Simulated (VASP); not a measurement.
# Sb (P-1) in VASP: density of states with RPBE

Aim: the density of states of Sb with RPBE.

Everything below comes from runs of VASP 6.6.1. Logs are shortened: lines on timing, memory, paths and dates and some standing lists are left out, and cuts for length are marked.

**1. The cell of the first run**

The typed cell holds 2 atoms: a = 4.575 Å, b = 4.530 Å, c = 4.567 Å, α = 54.83°, β = 57.36°, γ = 55.36°.

**2. Density of states, RPBE (the cell strained at random)**

POSCAR

```
Sb
1.0
    2.1381590000      1.3036680000      3.8288160000
   -2.0895640000      1.1882500000      3.8391580000
   -0.0756570000     -2.4846030000      3.8315660000
Sb
2
Direct
    0.7665100000      0.7665100000      0.7665100000
    0.2334900000      0.2334900000      0.2334900000
```

INCAR.step1

```
SYSTEM = Sb
ALGO = Normal ; EDIFF = 1E-6
ENCUT = 520 ; GGA = RP
ISIF = 2 ; ISMEAR = -1
LASPH = .TRUE. ; LCHARG = .TRUE.
LREAL = .FALSE. ; LWAVE = .FALSE.
NBANDS = 12 ; NELM = 100
PREC = Accurate ; SIGMA = 0.1
```

KPOINTS.step1

```
k-points
0
G
  6 6 6
  0 0 0
```

INCAR.step2

```
SYSTEM = Sb
ALGO = Normal ; EDIFF = 1E-6
ENCUT = 520 ; GGA = RP
ICHARG = 11 ; ISIF = 2
ISMEAR = -5 ; LASPH = .TRUE.
LCHARG = .FALSE. ; LORBIT = 10
LREAL = .FALSE. ; LWAVE = .FALSE.
NBANDS = 12 ; NEDOS = 2001
NELM = 100 ; PREC = Accurate
SIGMA = 0.1
```

KPOINTS.step2

```
k-points
0
G
  9 9 9
  0 0 0
```

Potentials or basis: VASP PAW PBE potentials, release 64 (Sb).

On the command line:

```
$ cat potpaw_PBE.64/Sb/POTCAR > POTCAR
$ cp INCAR.step1 INCAR
$ cp KPOINTS.step1 KPOINTS
$ mpirun -np 1 vasp_std > vasp.out
$ cp INCAR.step2 INCAR
$ cp KPOINTS.step2 KPOINTS
$ mpirun -np 1 vasp_std > vasp.out
```

OUTCAR:

```text
SYSTEM = Sb
   EDIFF = 1E-6
   ENCUT = 520
   GGA = RP
   ICHARG = 11
   ISIF = 2
   ISMEAR = -5
   LASPH = .TRUE.
   LORBIT = 10
   LREAL = .FALSE.
   NELM = 100
   PREC = Accurate

 ion  position               nearest neighbor table
   1  0.767  0.767  0.767-   2 2.84   2 2.93   2 2.95   2 3.31   2 3.39   2 3.41
   2  0.233  0.233  0.233-   1 2.84   1 2.93   1 2.95   1 3.31   1 3.39   1 3.41

  LATTYP: Found a triclinic cell.
 ALAT       =     7.4341295514
 B/A-ratio  =     0.5634502471
 C/A-ratio  =     0.6154120062
 COS(alpha) =     0.0266750713
 COS(beta)  =     0.3614035483
 COS(gamma) =     0.8396755900

  Lattice vectors:

 A1 = (   4.1034710000,  -4.8611030000,  -3.8467500000)
 A2 = (   2.0139070000,  -3.6728530000,  -0.0075920000)
 A3 = (  -2.1381590000,  -1.3036680000,  -3.8288160000)

Analysis of symmetry for initial positions (statically):
=====================================================================
 Subroutine PRICEL returns:
 Original cell was already a primitive cell.

 Routine SETGRP: Setting up the symmetry group for a
 triclinic supercell.

 Subroutine GETGRP returns: Found  2 space group operations
 (whereof  2 operations were pure point group operations)
 out of a pool of  2 trial point group operations.

The static configuration has the point symmetry S_2 .

Analysis of symmetry for dynamics (positions and initial velocities):
=====================================================================
 Subroutine PRICEL returns:
 Original cell was already a primitive cell.

 Routine SETGRP: Setting up the symmetry group for a
 triclinic supercell.

 Subroutine GETGRP returns: Found  2 space group operations
 (whereof  2 operations were pure point group operations)
 out of a pool of  2 trial point group operations.

The dynamic configuration has the point symmetry S_2 .

 Subroutine INISYM returns: Found  2 space group operations
 (whereof  2 operations are pure point group operations),
 and found     1 'primitive' translations

----------------------------------------------------------------------------------------

                                     Primitive cell

  volume of cell :      60.4115

  direct lattice vectors                    reciprocal lattice vectors
     2.138159000  1.303668000  3.828816000     0.233260983  0.127721467  0.087427691
    -2.089564000  1.188250000  3.839158000    -0.240155962  0.140406653  0.086305524
    -0.075657000 -2.484603000  3.831566000     0.007538249 -0.268314658  0.087148418
[... 97 lines left out ...]
   NELECT =      10.0000    total number of electrons
   NUPDOWN=      -1.0000    fix difference up-down
   EMIN   =  10.00;   EMAX   =-10.00  energy-range for DOS
   EFERMI =   0.00;   METHOD = LEGACY
   ISMEAR =    -5;   SIGMA  =   0.10  broadening in eV -4-tet -1-fermi 0-gaus
   EFERMI_NEDOS =   21; number of points for ismear=-14 and -15
   IALGO  =     38    algorithm
   IMIX   =      4    mixing-type and parameters
     AMIX     =   0.40;   BMIX     =  1.00
     AMIX_MAG =   1.60;   BMIX_MAG =  1.00
  volume/ion in A,a.u.               =      30.21       203.84
  Fermi-wavevector in a.u.,A,eV,Ry     =   0.898880  1.698637 10.993304  0.807985
  Thomas-Fermi vector in A             =   2.021644
   LORBIT       =     10    0 simple, 1 ext, 2 COOP (PROOUT), +10 PAW based schemes
   GGA     = RP    functional components
   LHFCALC =     F    Hartree Fock is set to
   AEXX    =    0.0000 exact exchange contribution
   IVDW    =     0    specifies the selected vdW correction
   LEPSILON=     F    determine dielectric tensor
   LRPA    =     F    only Hartree local field effects (RPA)
 non-spin polarized calculation
 Fermi weights with tetrahedron method with Bloechl corrections
  energy-cutoff  :      520.00
  volume of cell :       60.41
 maximum number of plane-waves:      1645
 NGX is ok and might be reduce to    36

 number of electron      10.0000000 magnetization

 Free energy of the ion-electron system (eV)
  ---------------------------------------------------
  ext. energy  EPLUGINS =         0.00000000
  ---------------------------------------------------
  free energy    TOTEN  =        -7.46678466 eV

  energy without entropy =       -7.46678466  energy(sigma->0) =       -7.46678466

 E-fermi :   7.3314     XC(G=0):  -9.4557

 val. band max:        7.4576903855   @ k =   0.3333   0.2222   0.2222
 cond. band min:       7.0855185956   @ k =   0.0000   0.4444   0.0000
 fundamental gap:     -0.3721717900
 Fermi energy:         7.3313942646

 k-point     1 :       0.0000    0.0000    0.0000
  band No.  band energies     occupation
      1      -5.3343      2.00000
      2       2.5806      2.00000
      3       4.9857      2.00000
      4       5.6601      2.00000
      5       5.8852      2.00000
      6       9.3022      0.00000
      7       9.8562      0.00000
      8      10.4688      0.00000
      9      12.2994      0.00000
     10      12.5724      0.00000
     11      13.0265      0.00000
     12      13.9998      0.00000
[... 331 lines left out ...]
 k-point    24 :       0.0000    0.3333    0.0000
  band No.  band energies     occupation
      1      -4.0519      2.00000
      2      -0.4729      2.00000
      3       5.2393      2.00000
      4       5.2799      2.00000
      5       6.3647      2.00000
      6       7.7204     -0.00961
      7       8.1319      0.00000
      8       8.3038      0.00000
      9      12.9059      0.00000
     10      13.9772      0.00000
     11      14.4783      0.00000
     12      17.8460      0.00000

 [... further k-points ...]
[... 5 lines left out ...]
  --------------------------------------------------------------------------------------
  -------------------------------------------------------------------------------------
  Total        2.3187916      1.6064660      1.2403098     -0.9440827     -0.3113644      0.8201537
  in kB       61.4968416     42.6052026     32.8943472    -25.0380852     -8.2577180     21.7513556
  external PRESSURE =      45.6654638 kB  Pullay stress =       0.0000000 kB

 VOLUME and BASIS-vectors are now :
 -----------------------------------------------------------------------------
  energy-cutoff  :      520.00
  volume of cell :       60.41
      direct lattice vectors                 reciprocal lattice vectors
     2.138159000  1.303668000  3.828816000     0.233260983  0.127721467  0.087427691
    -2.089564000  1.188250000  3.839158000    -0.240155962  0.140406653  0.086305524
    -0.075657000 -2.484603000  3.831566000     0.007538249 -0.268314658  0.087148418

 POSITION                                       TOTAL-FORCE (eV/Angst)
 -----------------------------------------------------------------------------------
     -0.02074      0.00561      8.81451        -0.172310      0.074142     -0.198884
     -0.00632      0.00171      2.68503         0.172310     -0.074142      0.198884
 -----------------------------------------------------------------------------------
    total drift:                               -0.000000     -0.000000     -0.000000

  FREE ENERGIE OF THE ION-ELECTRON SYSTEM (eV)
  ---------------------------------------------------
  free  energy   TOTEN  =        -7.4667846628 eV

  energy  without entropy=       -7.4667846628  energy(sigma->0) =       -7.46678466

 total charge

# of ion       s       p       d       tot
------------------------------------------
    1        1.208   1.153   0.036   2.398
    2        1.208   1.153   0.036   2.398
--------------------------------------------------
tot          2.416   2.307   0.073   4.796
```

OUTCAR.step1:

```text
SYSTEM = Sb
   EDIFF = 1E-6
   ENCUT = 520
   GGA = RP
   ISIF = 2
   ISMEAR = -1
   LASPH = .TRUE.
[... 586 lines left out ...]
     -0.02074      0.00561      8.81451        -0.183945      0.075428     -0.170281
     -0.00632      0.00171      2.68503         0.183945     -0.075428      0.170281
 -----------------------------------------------------------------------------------
    total drift:                                0.000000     -0.000000     -0.000000

  FREE ENERGIE OF THE ION-ELECTRON SYSTEM (eV)
  ---------------------------------------------------
  free  energy   TOTEN  =        -7.4865700186 eV

  energy  without entropy=       -7.4723962748  energy(sigma->0) =       -7.47948315
```

It took 3.4 min on 1 thread of Intel Xeon Platinum 8259CL at 2.50GHz (Skylake/Cascade Lake), shared host; peak memory 0.37 GiB.

Results:

```
Valence electrons inside the program's atomic spheres : Sb 2.40
```

Levels at points of the mesh, in eV from the Fermi level:
```csv
k point,band 3,band 4,band 5,band 6,band 7,band 8
"(0.00, 0.00, 0.00)",-2.35,-1.67,-1.45,1.97,2.52,3.14
```

Caveat: the cell differs from its parent crystal (the cell strained at random); the PAW data sets were made with another functional, which shifts forces and pressure a little; spin-orbit coupling is left out, which moves the levels of the heavy elements; tetrahedron occupations give inexact forces and stress in metals.
